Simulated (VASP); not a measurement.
Write the native input for VASP 6.6.1 that does the following.

```yaml
Task: relaxation of cell and atoms
Functional: PBE
Dispersion: D3(BJ)
Potentials_or_basis: VASP PAW PBE potentials, release 64 (Mo_sv, S)
Cutoff: 600 eV
k_mesh: 12 × 12 × 6
Occupations: gaussian, width 0.02 eV
Spin: no spin polarisation
Target_pressure: 30 GPa
Dipole_correction: no
Further_INCAR_settings: ALGO = Normal; EDIFF = 1e-07; IBRION = 2; EDIFFG = -0.008; NSW = 70; ISIF = 3
```

The structure of MoS2 lies in POSCAR:

```
MoS2
1.0
    2.9511958410      0.0000000000      0.0000000000
   -1.4755979205      2.5558105699      0.0000000000
    0.0000000000      0.0000000000      5.9133858673
Mo S
1 2
Direct
    0.0000000000      0.0000000000      0.0000000000
    0.3333333333      0.6666666667      0.2596050012
    0.3333333333      0.6666666667      0.7403949988
```

One way to write it, as run:

INCAR

```
ALGO = Normal
EDIFF = 1E-7
EDIFFG = -0.008
ENCUT = 600
GGA = PE
IBRION = 2
ISIF = 3
ISMEAR = 0
IVDW = 12
LASPH = T
LCHARG = F
LREAL = F
LWAVE = F
NELM = 100
NSW = 70
PREC = Accurate
PSTRESS = 300.0
SIGMA = 0.02
```

KPOINTS

```
k-points
0
Gamma
  12 12 6
```

Potentials or basis: VASP PAW PBE potentials, release 64 (Mo_sv, S).

Run with:

```sh
$ cat potpaw_PBE.64/Mo_sv/POTCAR potpaw_PBE.64/S/POTCAR > POTCAR
$ mpirun -np 1 vasp_std > vasp.out
```

Results of the run:

The relaxed volume is 14.79 Å³/atom and the relaxed cell is a = 2.948 Å, b = 2.948 Å, c = 5.895 Å, α = 90.00°, β = 90.00°, γ = 120.00°. The space group after relaxing (to 0.1 Å) is P-6m2 (No. 187). The energy change on relaxing (the run minimises the enthalpy) is -7.9 meV/atom, the ionic steps are 14 and the pressure after relaxing is 30.0 GPa. The largest force after relaxing is 0.005 eV/Å and the band gap on the k mesh is 0.31 eV (least direct gap 1.04 eV). The dispersion energy per atom is -0.515 eV.

Caveat: the cell is relaxed towards a set pressure, so the run minimises the enthalpy, not the energy.

Run time: 3.1 min on 1 thread of Intel(R) Xeon(R) 6975P-C (Granite Rapids), with other jobs on the host, peak memory 0.23 GiB.
